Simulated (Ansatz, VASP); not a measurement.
## WC: VASP beside Ansatz

The input POSCAR:

```
WC
1.0
    0.0000000000      2.1742572128      2.1742572128
    2.1742572128      0.0000000000      2.1742572128
    2.1742572128      2.1742572128      0.0000000000
W C
1 1
Direct
    0.0000000000      0.0000000000      0.0000000000
    0.5000000000      0.5000000000      0.5000000000
```

The input INCAR.step1:

```
PREC = Accurate
ENCUT = 1430
ISMEAR = -1
SIGMA = 0.1
LREAL = F
LASPH = T
NELM = 120
NBANDS = 16
GGA = PE
ALGO = Normal
EDIFF = 1E-5
LWAVE = T
LCHARG = F
GGA_COMPAT = F
```

Contents of INCAR.step2:

```
PREC = Accurate
ENCUT = 1430
EDIFF = 1E-6
ISMEAR = -1
SIGMA = 0.1
LREAL = F
LASPH = T
NELM = 120
ALGO = Normal
ISIF = 2
LWAVE = F
LCHARG = T
METAGGA = R2SCAN
LMIXTAU = T
LELF = T
LVHAR = T
NBANDS = 16
ISTART = 1
GGA_COMPAT = F
```

The input KPOINTS:

```
regular mesh
0
Gamma
  11 11 11
```

Input for Ansatz:

```yaml
crystal:
  lattice:
    - [0.0, 2.174257212847206, 2.174257212847206]
    - [2.174257212847206, 0.0, 2.174257212847206]
    - [2.174257212847206, 2.174257212847206, 0.0]
  atoms:
    - { symbol: W, position: [0.0, 0.0, 0.0] }
    - { symbol: C, position: [0.5, 0.5, 0.5] }
basis:
  ecutwfc: 600.0
kpoints:
  mp_grid:
    grid: [11, 11, 11]
hamiltonian:
  xc: r2scan
scf:
  occupations:
    method: fermi_dirac
    width: 0.1
output:
  stress: true
```

Alike in both runs: task single point; functional r2SCAN; k mesh 11 × 11 × 11; occupations fermi-dirac, width 0.1 eV; no spin polarisation.

```csv
,VASP,Ansatz
version,VASP 6.6.1,Ansatz 0.2.0
potentials or method,"VASP PAW PBE potentials, release 64 (W_sv, C_h), cutoff 1430 eV","plane waves, PAW"
valence electrons in the cell,18,18
```

|  | VASP | Ansatz | Ansatz less VASP |
| --- | --- | --- | --- |
| pressure (GPa) | 6.3 | 4.7 | -1.61 |

VASP's potentials were made for PBE, not for r2SCAN. The functional is the same, so the differences come from potentials, cutoffs and numerics.

Neither program's run includes spin-orbit coupling.
